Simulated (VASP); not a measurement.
Wanted: the native input for a VASP 6.6.1 run.

* Task: single point
* Functional: LDA
* Potentials or basis: VASP PAW LDA potentials, release 64 (Rh_pv)
* Cutoff: 520 eV
* k mesh: 22 × 22 × 22
* Occupations: gaussian, width 0.15 eV
* Spin: no spin polarisation
* Dipole correction: no
* Further INCAR settings: ALGO = Fast; EDIFF = 1e-07; NBANDS = 14

The structure of Rh lies in POSCAR:

```
Rh
1.0
    0.0000000000      1.8540112500      1.9966275000
    1.8540112500      0.0000000000      1.9966275000
    1.8540112500      1.8540112500      0.0000000000
Rh
1
Direct
    0.0000000000      0.0000000000      0.0000000000
```

This cell differs from its parent crystal: strain -0.025 along x and y, +0.050 along z.

The input as run:

INCAR

```
PREC = Accurate
ENCUT = 520
EDIFF = 1E-7
ISMEAR = 0
SIGMA = 0.15
LREAL = False
LASPH = True
NELM = 60
ALGO = Fast
ISIF = 2
LWAVE = False
LCHARG = True
GGA = CA
LELF = True
LVHAR = True
NBANDS = 14
```

KPOINTS

```
regular mesh
0
Gamma
  22 22 22
```

Potentials or basis: VASP PAW LDA potentials, release 64 (Rh_pv).

The run is started by

```sh
$ cat potpaw_LDA.64/Rh_pv/POTCAR > POTCAR
$ mpirun -np 1 vasp_std > vasp.out
```

Results of the run:

- Pressure: -9.0 GPa

Caveat: the cell differs from its parent crystal (strain -0.025 along x and y, +0.050 along z).

Run time: 2.7 min on 1 thread of Intel(R) Xeon(R) Platinum 8259CL CPU @ 2.50GHz (Skylake/Cascade Lake) (shared host), peak memory 0.24 GiB.
